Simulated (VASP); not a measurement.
# SrTiO3 (P4/mmm) in VASP: a series of runs

Aim: see how the results for SrTiO3 move with the level of theory and the settings. Levels: HSE06, r2SCAN. Tasks: single point.

Program: VASP 6.6.1. These are calculated values, not measurements. Logs are shortened: lines on timing, memory, paths and dates and some standing lists are left out, and cuts for length are marked.

## 1. The cell of the first run

The structure is tetragonal, space group P4/mmm (No. 123). The conventional cell has a = 3.907 Å, b = 3.907 Å, c = 3.755 Å, α = 90.00°, β = 90.00°, γ = 90.00°. Within 3.6 Å of Sr (site symmetry 4/mmm) lie 12 O at 2.71 to 2.76 Å and 8 Ti at 3.34 Å. Within 2.5 Å of Ti (site symmetry 4/mmm) lie 6 O at 1.88 to 1.95 Å. O (site symmetry 4/mmm) has 2 Ti at 1.88 Å within 2.5 Å. O (site symmetry mmm) has 2 Ti at 1.95 Å within 2.6 Å.

## 2. Single point, HSE06 (uniaxial y strain -3.9%)

Input file POSCAR:

```
SrTiO3
1.0
    3.9068515030      0.0000000000      0.0000000000
    0.0000000000      3.7552656647      0.0000000000
    0.0000000000      0.0000000000      3.9068515030
Sr Ti O
1 1 3
Direct
    0.0000000000      0.0000000000      0.0000000000
    0.5000000000      0.5000000000      0.5000000000
    0.5000000000      0.0000000000      0.5000000000
    0.5000000000      0.5000000000      0.0000000000
    0.0000000000      0.5000000000      0.5000000000
```

Input file INCAR.step1:

```
SYSTEM = SrTiO3
ALGO     = Normal         ! electronic algorithm
EDIFF    = 1E-5           ! SCF threshold, eV
ENCUT    = 520            ! plane-wave cutoff, eV
GGA      = PE             ! functional
ISIF     = 2              ! what is computed and relaxed
ISMEAR   = 0              ! smearing method
KPAR     = 4            
LASPH    = .True.         ! aspherical terms in the spheres
LREAL    = .False.        ! projectors in reciprocal space
LWAVE    = .True.         ! write WAVECAR
NBANDS   = 28             ! bands
NELM     = 100            ! most SCF steps
PREC     = Accurate       ! precision mode
SIGMA    = 0.01           ! smearing width, eV
```

Input file INCAR.step2:

```
SYSTEM = SrTiO3
ALGO     = Normal         ! electronic algorithm
EDIFF    = 1E-6           ! SCF threshold, eV
ENCUT    = 520            ! plane-wave cutoff, eV
GGA      = PE             ! functional
HFSCREEN = 0.2079         ! screening, 1/A
ISIF     = 2              ! what is computed and relaxed
ISMEAR   = 0              ! smearing method
ISTART   = 1            
KPAR     = 4            
LASPH    = .True.         ! aspherical terms in the spheres
LCHARG   = .True.         ! write CHGCAR
LHFCALC  = .True.         ! exact exchange
LREAL    = .False.        ! projectors in reciprocal space
LVHAR    = .True.       
LWAVE    = .False.        ! write WAVECAR
NBANDS   = 28             ! bands
NELM     = 100            ! most SCF steps
PREC     = Accurate       ! precision mode
PRECFOCK = Fast         
SIGMA    = 0.01           ! smearing width, eV
```

Input file KPOINTS:

```
k-points
0
Gamma
  4 4 4
  0 0 0
```

Potentials or basis: VASP PAW PBE potentials, release 64 (Sr_sv, Ti_sv, O).

Launch:

```bash
$ cat potpaw_PBE.64/Sr_sv/POTCAR potpaw_PBE.64/Ti_sv/POTCAR potpaw_PBE.64/O/POTCAR > POTCAR
$ cp INCAR.step1 INCAR
$ mpirun -np 4 vasp_std > vasp.out
$ cp INCAR.step2 INCAR
$ mpirun -np 4 vasp_std > vasp.out
```

OUTCAR:

```text
SYSTEM = SrTiO3
   EDIFF = 1E-6
   ENCUT = 520
   GGA = PE
   HFSCREEN = 0.2079
   ISIF = 2
   ISMEAR = 0
   ISTART = 1
   LASPH = .True.
   LHFCALC = .True.
   LREAL = .False.
   NELM = 100
   PREC = Accurate
   PRECFOCK = Fast

 ion  position               nearest neighbor table
   1  0.000  0.000  0.000-   4 2.71   5 2.71   5 2.71   4 2.71   5 2.71   5 2.71   4 2.71   4 2.71
                             3 2.76   3 2.76   3 2.76   3 2.76   2 3.34   2 3.34   2 3.34   2 3.34
   2  0.500  0.500  0.500-   3 1.88   3 1.88   5 1.95   4 1.95   4 1.95   5 1.95   1 3.34   1 3.34
                             1 3.34   1 3.34   1 3.34   1 3.34   1 3.34   1 3.34
   3  0.500  0.000  0.500-   2 1.88   2 1.88   1 2.76   1 2.76   1 2.76   1 2.76
   4  0.500  0.500  0.000-   2 1.95   2 1.95   1 2.71   1 2.71   1 2.71   1 2.71
   5  0.000  0.500  0.500-   2 1.95   2 1.95   1 2.71   1 2.71   1 2.71   1 2.71

  LATTYP: Found a simple tetragonal cell.
 ALAT       =     3.9068515030
 C/A-ratio  =     0.9612000000

  Lattice vectors:

 A1 = (  -3.9068515030,   0.0000000000,   0.0000000000)
 A2 = (   0.0000000000,   0.0000000000,   3.9068515030)
 A3 = (   0.0000000000,   3.7552656647,   0.0000000000)

Analysis of symmetry for initial positions (statically):
=====================================================================
 Subroutine PRICEL returns:
 Original cell was already a primitive cell.

 Routine SETGRP: Setting up the symmetry group for a
 simple tetragonal supercell.

 Subroutine GETGRP returns: Found 16 space group operations
 (whereof 16 operations were pure point group operations)
 out of a pool of 16 trial point group operations.

The static configuration has the point symmetry D_4h.

Analysis of symmetry for dynamics (positions and initial velocities):
=====================================================================
 Subroutine PRICEL returns:
 Original cell was already a primitive cell.

 Routine SETGRP: Setting up the symmetry group for a
 simple tetragonal supercell.

 Subroutine GETGRP returns: Found 16 space group operations
 (whereof 16 operations were pure point group operations)
 out of a pool of 16 trial point group operations.

The dynamic configuration has the point symmetry D_4h.

 Subroutine INISYM returns: Found 16 space group operations
 (whereof 16 operations are pure point group operations),
 and found     1 'primitive' translations

----------------------------------------------------------------------------------------

                                     Primitive cell

  volume of cell :      57.3185

  direct lattice vectors                    reciprocal lattice vectors
     3.906851503  0.000000000  0.000000000     0.255960586  0.000000000  0.000000000
     0.000000000  3.755265665  0.000000000     0.000000000  0.266292744  0.000000000
     0.000000000  0.000000000  3.906851503     0.000000000  0.000000000  0.255960586

  length of vectors
     3.906851503  3.755265665  3.906851503     0.255960586  0.266292744  0.255960586

  position of ions in fractional coordinates (direct lattice)
     0.000000000  0.000000000  0.000000000
     0.500000000  0.500000000  0.500000000
     0.500000000  0.000000000  0.500000000
     0.500000000  0.500000000  0.000000000
     0.000000000  0.500000000  0.500000000

  ion indices of the primitive-cell ions
   primitive index   ion index
                 1           1
                 2           2
                 3           3
                 4           4
                 5           5

----------------------------------------------------------------------------------------

 KPOINTS: k-points

Automatic generation of k-mesh.
 Grid dimensions read from file:
 generate k-points for:    4    4    4

 Generating k-lattice:

  Cartesian coordinates                     Fractional coordinates (reciprocal lattice)
     0.063990146  0.000000000  0.000000000     0.250000000  0.000000000  0.000000000
     0.000000000  0.066573186  0.000000000     0.000000000  0.250000000  0.000000000
     0.000000000  0.000000000  0.063990146     0.000000000  0.000000000  0.250000000

  Length of vectors
     0.063990146  0.066573186  0.063990146

  Shift w.r.t. Gamma in fractional coordinates (k-lattice)
     0.000000000  0.000000000  0.000000000

 Subroutine IBZKPT returns following result:
 ===========================================

 Found     18 irreducible k-points:

 Following reciprocal coordinates:
            Coordinates               Weight
  0.000000  0.000000  0.000000      1.000000
  0.250000  0.000000  0.000000      4.000000
  0.500000  0.000000  0.000000      2.000000
  0.000000  0.250000  0.000000      2.000000
  0.250000  0.250000  0.000000      8.000000
  0.500000  0.250000  0.000000      4.000000
[... 10 lines left out ...]
  0.500000  0.250000  0.500000      2.000000
  0.500000  0.500000  0.500000      1.000000
   k-points           NKPTS =     18   k-points in BZ     NKDIM =     64   number of bands    NBANDS=     28
   number of dos      NEDOS =    301   number of ions     NIONS =      5
   total plane-waves  NPLWV =  25200
   dimension x,y,z NGX =    30 NGY =   28 NGZ =   30
   dimension x,y,z NGXF=    60 NGYF=   56 NGZF=   60
   ions per type =               1   1   3
   NGX,Y,Z   is equivalent  to a cutoff of  12.77, 12.40, 12.77 a.u.
   NGXF,Y,Z  is equivalent  to a cutoff of  25.53, 24.79, 25.53 a.u.
 SYSTEM =  SrTiO3
   PREC   = accura    normal or accurate (medium, high low for compatibility)
   ISTART =      1    job   : 0-new  1-cont  2-samecut
   ICHARG =      0    charge: 1-file 2-atom 10-const
   ISPIN  =      1    spin polarized calculation?
   LNONCOLLINEAR =      F non collinear calculations
   LSORBIT =      F    spin-orbit coupling
   LASPH  =      T    aspherical Exc in radial PAW
   ENCUT  =  520.0 eV  38.22 Ry    6.18 a.u.   7.26  6.98  7.26*2*pi/ulx,y,z
   NELM   =    100;   NELMIN=  2; NELMDL=  0     # of ELM steps
   EDIFF  = 0.1E-05   stopping-criterion for ELM
   LREAL  =      F    real-space projection
   EDIFFG = 0.1E-04   stopping-criterion for IOM
   NSW    =      0    number of steps for IOM
   IBRION =     -1    ionic relax: 0-MD 1-quasi-New 2-CG
   NFREE  =      0    steps in history (QN), initial steepest desc. (CG)
   ISIF   =      2    stress and relaxation
   ISYM   =      3    0-nonsym 1-usesym 2-fastsym
   POTIM  = 0.5000    time-step for ionic-motion
   TEBEG  =    0.0;   TEEND  =   0.0 temperature during run
   PSTRESS=    0.0 pullay stress
   NELECT =      40.0000    total number of electrons
   NUPDOWN=      -1.0000    fix difference up-down
   EMIN   =  10.00;   EMAX   =-10.00  energy-range for DOS
   EFERMI =   0.00;   METHOD = LEGACY
   ISMEAR =     0;   SIGMA  =   0.01  broadening in eV -4-tet -1-fermi 0-gaus
   EFERMI_NEDOS =   21; number of points for ismear=-14 and -15
   IALGO  =     38    algorithm
   IMIX   =      1    mixing-type and parameters
     AMIX     =   0.40;   BMIX     =  1.00
     AMIX_MAG =   1.60;   BMIX_MAG =  1.00
  volume/ion in A,a.u.               =      11.46        77.36
  Fermi-wavevector in a.u.,A,eV,Ry     =   1.452100  2.744072 28.689188  2.108596
  Thomas-Fermi vector in A             =   2.569521
   LORBIT       =      0    0 simple, 1 ext, 2 COOP (PROOUT), +10 PAW based schemes
   GGA     = PE    functional components
   LHFCALC =     T    Hartree Fock is set to
   PRECFOCK=fast      Normal, Fast or Accurate (Low or Medium for compatibility)
   ENCUT4O =  -1.0   cutoff for four orbital integrals eV
   NKREDX  =     1    reduce k-point grid by
   NKREDY  =     1    reduce k-point grid by
   NKREDZ  =     1    reduce k-point grid by
   AEXX    =    0.2500 exact exchange contribution
   HFSCREEN=    0.2079 screening length (either q_TF or 0.3 A-1)
   HFSCREENC=   0.2079 screening length for correlation (either q_TF or 0.3 A-1)
   ENCUTFOCK=  -1.0 apply spherical cutoff to Coloumb kernel
   IVDW    =     0    specifies the selected vdW correction
   LEPSILON=     F    determine dielectric tensor
   LRPA    =     F    only Hartree local field effects (RPA)
 non-spin polarized calculation
 Gauss-broadening in eV      SIGMA  =   0.01
  energy-cutoff  :      520.00
  volume of cell :       57.32
 maximum number of plane-waves:      1566
 NGX is ok and might be reduce to    30
  NGX = 16; NGY = 16; NGZ = 16

 number of electron      39.9999998 magnetization

 Free energy of the ion-electron system (eV)
  ---------------------------------------------------
  ext. energy  EPLUGINS =         0.00000000
  ---------------------------------------------------
  free energy    TOTEN  =       -48.51529483 eV

  energy without entropy =      -48.51529483  energy(sigma->0) =      -48.51529483

 E-fermi :   3.6583     XC(G=0):  -9.4121

 val. band max:        3.4727679955   @ k =   0.5000   0.5000   0.5000
 cond. band min:       6.7982539961   @ k =   0.0000   0.0000   0.0000
 fundamental gap:      3.3254860006
 Fermi energy:         3.6583422951

 k-point     1 :       0.0000    0.0000    0.0000
  band No.  band energies     occupation
      1     -57.1815      2.00000
      2     -31.8419      2.00000
      3     -31.7761      2.00000
      4     -31.7761      2.00000
      5     -31.1075      2.00000
      6     -15.8526      2.00000
[... 20 lines left out ...]
     27      10.7312      0.00000
     28      11.7000      0.00000

 k-point     2 :       0.2500    0.0000    0.0000
  band No.  band energies     occupation
      1     -57.1808      2.00000
      2     -31.8395      2.00000
      3     -31.8271      2.00000
      4     -31.7736      2.00000
      5     -31.0793      2.00000
      6     -15.9103      2.00000
[... 20 lines left out ...]
     27      11.6937      0.00000
     28      13.0901      0.00000

 k-point     3 :       0.5000    0.0000    0.0000
  band No.  band energies     occupation
      1     -57.1801      2.00000
      2     -31.8756      2.00000
      3     -31.8371      2.00000
      4     -31.7712      2.00000
      5     -31.0534      2.00000
      6     -16.0349      2.00000
[... 20 lines left out ...]
     27      12.8195      0.00000
     28      13.4666      0.00000

 k-point     4 :       0.0000    0.2500    0.0000
  band No.  band energies     occupation
      1     -57.1801      2.00000
      2     -31.9156      2.00000
      3     -31.7722      2.00000
      4     -31.7722      2.00000
      5     -31.0753      2.00000
      6     -15.7569      2.00000
[... 392 lines left out ...]
     27      13.8455      0.00000
     28      15.3981      0.00000

 k-point    17 :       0.5000    0.2500    0.5000
  band No.  band energies     occupation
      1     -57.1772      2.00000
      2     -31.8948      2.00000
      3     -31.8428      2.00000
      4     -31.8428      2.00000
      5     -31.0409      2.00000
      6     -14.8609      2.00000
[... 20 lines left out ...]
     27      13.5953      0.00000
     28      14.2164      0.00000

 k-point    18 :       0.5000    0.5000    0.5000
  band No.  band energies     occupation
      1     -57.1757      2.00000
      2     -31.9563      2.00000
      3     -31.8384      2.00000
      4     -31.8384      2.00000
      5     -31.0247      2.00000
      6     -14.2967      2.00000
[... 20 lines left out ...]
     27      13.8473      0.00000
     28      14.5790      0.00000

------------------------ aborting loop because EDIFF is reached ----------------------------------------

  FORCE on cell =-STRESS in cart. coord.  units (eV):
  Direction    XX          YY          ZZ          XY          YZ          ZX
  --------------------------------------------------------------------------------------
  -------------------------------------------------------------------------------------
  Total        1.2527788      5.5214776      1.2527788      0.0000000      0.0000000      0.0000000
  in kB       35.0179339    154.3374861     35.0179339      0.0000000      0.0000000      0.0000000
  external PRESSURE =      74.7911180 kB  Pullay stress =       0.0000000 kB

 VOLUME and BASIS-vectors are now :
 -----------------------------------------------------------------------------
  energy-cutoff  :      520.00
  volume of cell :       57.32
      direct lattice vectors                 reciprocal lattice vectors
     3.906851503  0.000000000  0.000000000     0.255960586  0.000000000  0.000000000
     0.000000000  3.755265665  0.000000000     0.000000000  0.266292744  0.000000000
     0.000000000  0.000000000  3.906851503     0.000000000  0.000000000  0.255960586

 POSITION                                       TOTAL-FORCE (eV/Angst)
 -----------------------------------------------------------------------------------
      0.00000      0.00000      0.00000         0.000000      0.000000      0.000000
      1.95343      1.87763      1.95343         0.000000      0.000000      0.000000
      1.95343      0.00000      1.95343         0.000000      0.000000      0.000000
      1.95343      1.87763      0.00000         0.000000      0.000000      0.000000
      0.00000      1.87763      1.95343         0.000000      0.000000      0.000000
 -----------------------------------------------------------------------------------
    total drift:                               -0.000002      0.000003      0.000001

  FREE ENERGIE OF THE ION-ELECTRON SYSTEM (eV)
  ---------------------------------------------------
  free  energy   TOTEN  =       -48.5152948299 eV

  energy  without entropy=      -48.5152948299  energy(sigma->0) =      -48.51529483
```

Wall time 12 min (4 MPI ranks of AMD EPYC 7R43 (Zen 3), shared host); peak memory 0.26 GiB.

What came out:

```
Free energy            : -48.5153 eV
Pressure               : 7.5 GPa
Band gap on the k mesh : 3.33 eV (least direct gap 3.70 eV)
```

Caveat: the cell differs from its parent crystal (uniaxial y strain -3.9%); the cell stands under pressure; the PAW data sets were made with another functional, which shifts forces and pressure a little. A k mesh can miss the band edges.

## 3. Single point, r2SCAN (uniaxial y strain -3.9%)

POSCAR is that of step 2.

Input file INCAR.step1:

```
SYSTEM = SrTiO3
ALGO = Normal ; EDIFF = 1E-5
ENCUT = 910 ; GGA = PE
GGA_COMPAT = .FALSE. ; ISMEAR = 0
LASPH = .TRUE. ; LCHARG = .FALSE.
LREAL = .FALSE. ; LWAVE = .TRUE.
NBANDS = 28 ; NELM = 120
PREC = Accurate ; SIGMA = 0.01
```

Input file INCAR.step2:

```
SYSTEM = SrTiO3
ALGO = Normal ; EDIFF = 1E-6
ENCUT = 910 ; GGA_COMPAT = .FALSE.
ISIF = 2 ; ISMEAR = 0
ISTART = 1 ; LASPH = .TRUE.
LCHARG = .FALSE. ; LMIXTAU = .TRUE.
LREAL = .FALSE. ; LWAVE = .FALSE.
METAGGA = R2SCAN ; NBANDS = 28
NELM = 120 ; PREC = Accurate
SIGMA = 0.01
```

Input file KPOINTS:

```
k-points
0
G
  6 6 6
  0 0 0
```

Potentials or basis: VASP PAW PBE potentials, release 64 (Sr_sv, Ti_sv, O_h).

Launch:

```bash
$ cat potpaw_PBE.64/Sr_sv/POTCAR potpaw_PBE.64/Ti_sv/POTCAR potpaw_PBE.64/O_h/POTCAR > POTCAR
$ cp INCAR.step1 INCAR
$ mpirun -np 1 vasp_std > vasp.out
$ cp INCAR.step2 INCAR
$ mpirun -np 1 vasp_std > vasp.out
```

Run time: 7.7 min. Hardware: 1 thread of AMD EPYC 7R43 (Zen 3), shared host; peak memory 0.33 GiB.

Results (log left out):

| Property | Result |
| --- | --- |
| Free energy | -63.2316 eV |
| Pressure | 9.5 GPa |
| Band gap on the k mesh | 2.30 eV (least direct gap 2.64 eV) |

Stress tensor (GPa, compression positive):
```
 5.39  0.00  0.00
 0.00 17.76  0.00
 0.00  0.00  5.39
```

Levels at points of the mesh, in eV from the valence-band top:
```
           k point  band 16  band 17  band 18  band 19  band 20  band 21  band 22  band 23  band 24  band 25
(0.00, 0.00, 0.00)    -1.34    -1.20    -0.39    -0.39    -0.34     2.30     2.38     2.38     4.72     5.01
(0.50, 0.00, 0.00)    -2.36    -2.29    -2.13    -0.76    -0.75     2.54     4.25     4.26     4.97     7.29
(0.00, 0.50, 0.00)    -2.79    -2.51    -2.16    -0.81    -0.81     2.52     4.67     4.67     4.74     7.52
(0.50, 0.50, 0.00)    -2.99    -1.79    -1.59    -1.58    -0.10     4.27     4.67     5.01     5.85     8.77
(0.50, 0.00, 0.50)    -2.83    -1.83    -1.83    -1.71    -0.21     4.27     4.27     4.74     6.29     8.65
(0.50, 0.50, 0.50)    -4.06    -3.68    -0.09     0.00     0.00     4.99     5.24     5.24     7.63     7.83
```

Caveat: the cell differs from its parent crystal (uniaxial y strain -3.9%); the cutoff is under 1.25 times the usual one of these potentials, so pressure, stress and relaxed cells hold a basis-set (Pulay) error; the cell stands under pressure; the PAW data sets were made with another functional, which shifts forces and pressure a little. A k mesh can miss the band edges.
